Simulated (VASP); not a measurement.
A run of VASP 6.6.1 is set up as follows.

Contents of INCAR:

```
SYSTEM = Li2B
ALGO = Normal ; EDIFF = 1E-6
ENCUT = 520 ; GGA = PE
ISIF = 2 ; ISMEAR = 0
LASPH = .True. ; LCHARG = .False.
LREAL = .False. ; LWAVE = .False.
NBANDS = 12 ; NELM = 80
PREC = Accurate ; SIGMA = 0.1
```

Contents of KPOINTS:

```
k-points
0
Gamma
  8 8 8
  0 0 0
```

Contents of POSCAR:

```
Li2B
1.0
   -1.0359651722      1.9015562709      3.5422888416
    1.0359651722     -1.9015562709      3.5422888416
    1.0359651722      1.9015562709     -3.5422888416
Li B
2 1
Direct
    0.3433588753      0.3433588753      0.0000000000
    0.6566411247      0.6566411247      0.0000000000
    0.0000000000      0.0000000000      0.0000000000
```

Potentials or basis: VASP PAW PBE potentials, release 64 (Li_sv, B).

Command:

```console
$ cat potpaw_PBE.64/Li_sv/POTCAR potpaw_PBE.64/B/POTCAR > POTCAR
$ mpirun -np 1 vasp_std > vasp.out
```

Question: Predict the largest force.

Answer: 0.004 eV/Å.

Forces in eV/Å, atoms in the order of the input:
```
Li   0.000  0.000 -0.004
Li   0.000  0.000  0.004
B    0.000  0.000  0.000
```

Caveat: the k points lie up to 0.43 Å⁻¹ apart.
